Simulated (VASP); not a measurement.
# Sc (P4/nmm) in VASP: notebook

The runs below take Sc through single point, with PBE.

All numbers are computed with VASP 6.6.1; they aren't measurements. Logs are shortened: lines on timing, memory, paths and dates and some standing lists are left out, and cuts for length are marked.

**1. The cell of the first run**

It takes space group P4/nmm (No. 129, tetragonal). The conventional cell has a = 5.423 Å, b = 5.423 Å, c = 3.435 Å, α = 90.00°, β = 90.00°, γ = 90.00°. Sc (site symmetry -4m2) has 14 Sc at 3.15 to 3.83 Å within 4.1 Å. Sc (site symmetry 4mm) has 14 Sc at 3.15 to 3.84 Å within 4.1 Å.

**2. Single point, PBE**

Contents of INCAR:

```
SYSTEM = Sc
  PREC = Accurate
  ENCUT = 520
  EDIFF = 1E-6
  ISMEAR = 0
  SIGMA = 0.05
  LREAL = .False.
  LASPH = .True.
  NELM = 60
  ALGO = Fast
  ISIF = 2
  LWAVE = .False.
  LCHARG = .True.
  GGA = PE
  LELF = .True.
  LVHAR = .True.
  NBANDS = 30
```

Contents of KPOINTS:

```
regular mesh
0
Gamma
  6 6 10
  0 0 0
```

Contents of POSCAR:

```
Sc
1.0
    5.4226760000      0.0000000000      0.0000000000
    0.0000000000      5.4226760000      0.0000000000
    0.0000000000      0.0000000000      3.4352060000
Sc
4
Direct
    0.5000000000      0.5000000000      0.0000000000
    0.0000000000      0.0000000000      0.0000000000
    0.5000000000      0.0000000000      0.5326640000
    0.0000000000      0.5000000000      0.4673360000
```

Potentials or basis: VASP PAW PBE potentials, release 64 (Sc_sv).

Run with:

```console
cat potpaw_PBE.64/Sc_sv/POTCAR > POTCAR
mpirun -np 1 vasp_std > vasp.out
```

OUTCAR:

```text
SYSTEM = Sc
   PREC = Accurate
   ENCUT = 520
   EDIFF = 1E-6
   ISMEAR = 0
   LREAL = .False.
   LASPH = .True.
   NELM = 60
   ISIF = 2
   GGA = PE

 ion  position               nearest neighbor table
   1  0.500  0.500  0.000-   3 3.15   4 3.15   3 3.15   4 3.15   3 3.27   3 3.27   4 3.27   4 3.27

   2  0.000  0.000  0.000-   3 3.15   4 3.15   4 3.15   3 3.15   3 3.27   4 3.27   3 3.27   4 3.27

   3  0.500  0.000  0.533-   1 3.15   2 3.15   1 3.15   2 3.15   1 3.27   1 3.27   2 3.27   2 3.27

   4  0.000  0.500  0.467-   1 3.15   2 3.15   2 3.15   1 3.15   2 3.27   1 3.27   1 3.27   2 3.27

  LATTYP: Found a simple tetragonal cell.
 ALAT       =     5.4226760000
 C/A-ratio  =     0.6334890744

  Lattice vectors:

 A1 = (   5.4226760000,   0.0000000000,   0.0000000000)
 A2 = (   0.0000000000,   5.4226760000,   0.0000000000)
 A3 = (   0.0000000000,   0.0000000000,   3.4352060000)

Analysis of symmetry for initial positions (statically):
=====================================================================
 Subroutine PRICEL returns:
 Original cell was already a primitive cell.

 Routine SETGRP: Setting up the symmetry group for a
 simple tetragonal supercell.

 Subroutine GETGRP returns: Found 16 space group operations
 (whereof  8 operations were pure point group operations)
 out of a pool of 16 trial point group operations.

The static configuration has the point symmetry D_2d.
 The point group associated with its full space group is D_4h.

Analysis of symmetry for dynamics (positions and initial velocities):
=====================================================================
 Subroutine PRICEL returns:
 Original cell was already a primitive cell.

 Routine SETGRP: Setting up the symmetry group for a
 simple tetragonal supercell.

 Subroutine GETGRP returns: Found 16 space group operations
 (whereof  8 operations were pure point group operations)
 out of a pool of 16 trial point group operations.

The dynamic configuration has the point symmetry D_2d.
 The point group associated with its full space group is D_4h.

 Subroutine INISYM returns: Found 16 space group operations
 (whereof  8 operations are pure point group operations),
 and found     1 'primitive' translations

----------------------------------------------------------------------------------------
[... 95 lines left out ...]
   ENCUT  =  520.0 eV  38.22 Ry    6.18 a.u.  10.08 10.08  6.39*2*pi/ulx,y,z
   NELM   =     60;   NELMIN=  2; NELMDL= -5     # of ELM steps
   EDIFF  = 0.1E-05   stopping-criterion for ELM
   LREAL  =      F    real-space projection
   EDIFFG = 0.1E-04   stopping-criterion for IOM
   NSW    =      0    number of steps for IOM
   IBRION =     -1    ionic relax: 0-MD 1-quasi-New 2-CG
   NFREE  =      0    steps in history (QN), initial steepest desc. (CG)
   ISIF   =      2    stress and relaxation
   ISYM   =      2    0-nonsym 1-usesym 2-fastsym
   POTIM  = 0.5000    time-step for ionic-motion
   TEBEG  =    0.0;   TEEND  =   0.0 temperature during run
   PSTRESS=    0.0 pullay stress
   NELECT =      44.0000    total number of electrons
   NUPDOWN=      -1.0000    fix difference up-down
   EMIN   =  10.00;   EMAX   =-10.00  energy-range for DOS
   EFERMI =   0.00;   METHOD = LEGACY
   ISMEAR =     0;   SIGMA  =   0.05  broadening in eV -4-tet -1-fermi 0-gaus
   EFERMI_NEDOS =   21; number of points for ismear=-14 and -15
   IALGO  =     68    algorithm
   IMIX   =      4    mixing-type and parameters
     AMIX     =   0.40;   BMIX     =  1.00
     AMIX_MAG =   1.60;   BMIX_MAG =  1.00
  volume/ion in A,a.u.               =      25.25       170.42
  Fermi-wavevector in a.u.,A,eV,Ry     =   1.240983  2.345117 20.953486  1.540038
  Thomas-Fermi vector in A             =   2.375400
   LORBIT       =      0    0 simple, 1 ext, 2 COOP (PROOUT), +10 PAW based schemes
   GGA     = PE    functional components
   LHFCALC =     F    Hartree Fock is set to
   AEXX    =    0.0000 exact exchange contribution
   IVDW    =     0    specifies the selected vdW correction
   LEPSILON=     F    determine dielectric tensor
   LRPA    =     F    only Hartree local field effects (RPA)
 non-spin polarized calculation
 RMM-DIIS sequential band-by-band and
 Gauss-broadening in eV      SIGMA  =   0.05
  energy-cutoff  :      520.00
  volume of cell :      101.01
 maximum number of plane-waves:      2760
   NGX = 21   NGY = 21   NGZ = 13

 number of electron      43.9999990 magnetization

 Free energy of the ion-electron system (eV)
  ---------------------------------------------------
  ext. energy  EPLUGINS =         0.00000000
  ---------------------------------------------------
  free energy    TOTEN  =       -24.54097344 eV

  energy without entropy =      -24.52713579  energy(sigma->0) =      -24.53405461

 E-fermi :   3.6405     XC(G=0):  -9.7835

 val. band max:        3.6402491027   @ k =   0.5000   0.3333   0.5000
 cond. band min:       3.6425729896   @ k =   0.3333   0.1667   0.3000
 fundamental gap:      0.0023238869
 Fermi energy:         3.6404947748

 k-point     1 :       0.0000    0.0000    0.0000
  band No.  band energies     occupation
      1     -46.0042      2.00000
      2     -45.9534      2.00000
      3     -45.9483      2.00000
      4     -45.9067      2.00000
      5     -24.8021      2.00000
      6     -24.8021      2.00000
[... 781 lines left out ...]
     29       6.0472      0.00000
     30       6.1649      0.00000

 [... further k-points ...]

------------------------ aborting loop because EDIFF is reached ----------------------------------------

  FORCE on cell =-STRESS in cart. coord.  units (eV):
  Direction    XX          YY          ZZ          XY          YZ          ZX
  --------------------------------------------------------------------------------------
  -------------------------------------------------------------------------------------
  Total       -0.6925316     -0.6925316     -0.3240355      0.0000000      0.0000000      0.0000000
  in kB      -10.9842424    -10.9842424     -5.1395266      0.0000000      0.0000000      0.0000000
  external PRESSURE =      -9.0360038 kB  Pullay stress =       0.0000000 kB

 VOLUME and BASIS-vectors are now :
 -----------------------------------------------------------------------------
  energy-cutoff  :      520.00
  volume of cell :      101.01
      direct lattice vectors                 reciprocal lattice vectors
     5.422676000  0.000000000  0.000000000     0.184410796  0.000000000  0.000000000
     0.000000000  5.422676000  0.000000000     0.000000000  0.184410796  0.000000000
     0.000000000  0.000000000  3.435206000     0.000000000  0.000000000  0.291103357

 POSITION                                       TOTAL-FORCE (eV/Angst)
 -----------------------------------------------------------------------------------
      2.71134      2.71134      0.00000         0.000000     -0.000000      0.000000
      0.00000      0.00000      0.00000         0.000000      0.000000      0.000000
      2.71134      0.00000      1.82981        -0.000000      0.000000     -0.179525
      0.00000      2.71134      1.60540         0.000000     -0.000000      0.179525
 -----------------------------------------------------------------------------------
    total drift:                                0.000000      0.000000     -0.000000

  FREE ENERGIE OF THE ION-ELECTRON SYSTEM (eV)
  ---------------------------------------------------
  free  energy   TOTEN  =       -24.5409734370 eV

  energy  without entropy=      -24.5271357868  energy(sigma->0) =      -24.53405461
```

stdout:

```text
POSCAR found type information on POSCAR Sc
 POSCAR found :  1 types and       4 ions
 scaLAPACK will be used
 LDA part: xc-table for (Slater+PW92), standard interpolation
 POSCAR, INCAR and KPOINTS ok, starting setup
 FFT: planning ... GRIDC
 FFT: planning ... GRID_SOFT
 FFT: planning ... GRID
 WAVECAR not read
 entering main loop
```

Run time: 1.9 min. Hardware: 1 thread of Intel Xeon Platinum 8488C (Sapphire Rapids), shared host; peak memory 0.28 GiB.

Results:

- Free energy: -24.5410 eV
- Pressure: -0.9 GPa
- Largest force: 0.180 eV/Å
- Band gap on the k mesh: zero (band 22 reaches 4.08 eV, above the bottom of band 23 at 3.33 eV)

Forces in eV/Å, atoms in the order of the input:
```
Sc   0.000  0.000  0.000
Sc   0.000  0.000  0.000
Sc   0.000  0.000 -0.180
Sc   0.000  0.000  0.180
```

Stress tensor (GPa, compression positive):
```
-1.10  0.00  0.00
 0.00 -1.10  0.00
 0.00  0.00 -0.51
```

**3. Single point, PBE**

Contents of INCAR:

```
ALGO = Fast
EDIFF = 1E-7
ENCUT = 520
GGA = PE
ISIF = 2
ISMEAR = 0
LASPH = T
LCHARG = T
LELF = T
LREAL = F
LVHAR = T
LWAVE = F
NBANDS = 30
NELM = 80
PREC = Accurate
SIGMA = 0.05
```

Contents of KPOINTS:

```
k-points
0
Gamma
  6 6 10
```

POSCAR is that of step 2.

Potentials or basis: VASP PAW PBE potentials, release 64 (Sc_sv).

Run with:

```console
cat potpaw_PBE.64/Sc_sv/POTCAR > POTCAR
mpirun -np 1 vasp_std > vasp.out
```

Wall time 2.4 min (1 thread of Intel Xeon Platinum 8488C (Sapphire Rapids), shared host); peak memory 0.28 GiB.

Results (log left out):

```
Free energy            : -24.5410 eV
Pressure               : -0.9 GPa
Largest force          : 0.180 eV/Å
Band gap on the k mesh : zero (band 22 reaches 4.08 eV, above the bottom of band 23 at 3.33 eV)
```

Forces in eV/Å, atoms in the order of the input:
```
Sc   0.000  0.000  0.000
Sc   0.000  0.000  0.000
Sc   0.000  0.000 -0.180
Sc   0.000  0.000  0.180
```

Stress tensor (GPa, compression positive):
```
-1.08  0.00  0.00
 0.00 -1.08  0.00
 0.00  0.00 -0.50
```

Levels at points of the mesh, in eV from the Fermi level:
```csv
k point,band 19,band 20,band 21,band 22,band 23,band 24,band 25,band 26
"(0.00, 0.00, 0.00)",-1.82,-1.28,-1.03,0.07,0.07,0.89,0.89,0.99
"(0.50, 0.00, 0.00)",-0.93,-0.93,-0.75,-0.75,0.60,0.60,1.27,1.27
"(0.50, 0.50, 0.00)",-2.60,-2.60,0.44,0.44,0.47,0.47,1.32,1.32
"(0.00, 0.00, 0.50)",-0.32,-0.32,-0.30,-0.30,-0.01,-0.01,0.70,0.76
"(0.50, 0.00, 0.50)",-1.31,-1.31,-0.25,-0.25,0.02,0.02,0.32,0.32
"(0.50, 0.50, 0.50)",-1.68,-1.68,0.01,0.01,0.06,0.06,0.63,0.63
```
